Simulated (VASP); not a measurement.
Set up this calculation in VASP 6.6.1, as the native input.

| Item | Value |
| --- | --- |
| Task | single point |
| Functional | PBE |
| Dispersion | D3(BJ) |
| Potentials or basis | VASP PAW PBE potentials, release 64 (Pb_d, Se) |
| Cutoff | 520 eV |
| k mesh | 8 × 8 × 6 |
| Occupations | gaussian, width 0.05 eV |
| Spin | no spin polarisation |
| Dipole correction | no |
| Further INCAR settings | ALGO = Normal; EDIFF = 1e-06; NBANDS = 28 |

The structure of PbSe lies in POSCAR:

```
PbSe
1.0
    2.1548765900     -6.1339473500      0.0000000000
    2.1548765900      6.1339473500      0.0000000000
    0.0000000000      0.0000000000      4.4504935700
Pb Se
2 2
Direct
    0.6317607300      0.3682392700      0.7668520634
    0.3682392700      0.6317607300      0.2668520634
    0.8612899600      0.1387100400      0.7500000000
    0.1387100400      0.8612899600      0.2500000000
```

This cell differs from its parent crystal: all Pb atoms moved +0.075 Å, as atom 1 along Cartesian [0 0 1].

The input as run:

INCAR

```
PREC = Accurate ; ENCUT = 520
EDIFF = 1E-6 ; ISMEAR = 0
SIGMA = 0.05 ; LREAL = F
LASPH = T ; NELM = 100
ALGO = Normal ; ISIF = 2
LWAVE = F ; LCHARG = F
GGA = PE ; IVDW = 12
NBANDS = 28
```

KPOINTS

```
regular mesh
0
Gamma
  8 8 6
```

Potentials or basis: VASP PAW PBE potentials, release 64 (Pb_d, Se).

Launch:

```console
$ cat potpaw_PBE.64/Pb_d/POTCAR potpaw_PBE.64/Se/POTCAR > POTCAR
$ mpirun -np 1 vasp_std > vasp.out
```

Results of the run:

```
Pressure                   : -0.9 GPa
Largest force              : 0.133 eV/Å
Band gap on the k mesh     : 1.09 eV (least direct gap 1.21 eV)
Dispersion energy per atom : -0.360 eV
```

Caveat: the cell differs from its parent crystal (all Pb atoms moved +0.075 Å, as atom 1 along Cartesian [0 0 1]); spin-orbit coupling is left out, which moves the levels of the heavy elements.

It took 9.1 min on 1 thread of Intel Xeon 8259CL, on a shared host, peak memory 0.45 GiB.
